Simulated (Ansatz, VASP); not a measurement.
# One calculation of BiBrO, two programs

```
CELL_PARAMETERS angstrom
4.01200 0.00000 0.00000
0.00000 4.01200 0.00000
0.00000 0.00000 7.49240
ATOMIC_POSITIONS crystal
Bi 0.00000 0.50000 0.15756
Bi 0.50000 0.00000 0.84244
Br 0.00000 0.50000 0.65172
Br 0.50000 0.00000 0.34828
O 0.00000 0.00000 0.00000
O 0.50000 0.50000 0.00000
```

Alike in both runs: task single point; functional LDA; k mesh 8 × 8 × 4; occupations gaussian, width 0.05 eV; no spin polarisation.

```csv
,VASP,Ansatz
version,VASP 6.6.1,Ansatz 0.2.0
potentials or method,"VASP PAW LDA potentials, release 64 (Bi_d, Br, O), cutoff 520 eV","scalar-relativistic, plane waves, PAW"
valence electrons in the cell,56,56
```

```csv
,VASP,Ansatz,Ansatz less VASP
gap on the k mesh at the Fermi level (eV),1.72,1.73,+0.008
least direct gap on the mesh (eV),1.85,1.86,+0.007
pressure (GPa),-2.3,-2.6,-0.28
"traceless stress, the component that is largest in VASP (GPa)",2.87,2.93,+0.064
rms of the force components (eV/Å),0.079,0.054,-0.0247
```

LDA's correlation is that of Perdew and Zunger in VASP and of Perdew and Wang (1992) in Ansatz. Atom by atom the forces differ by 0.025 eV/Å (rms over components).

Spin-orbit coupling is off throughout.
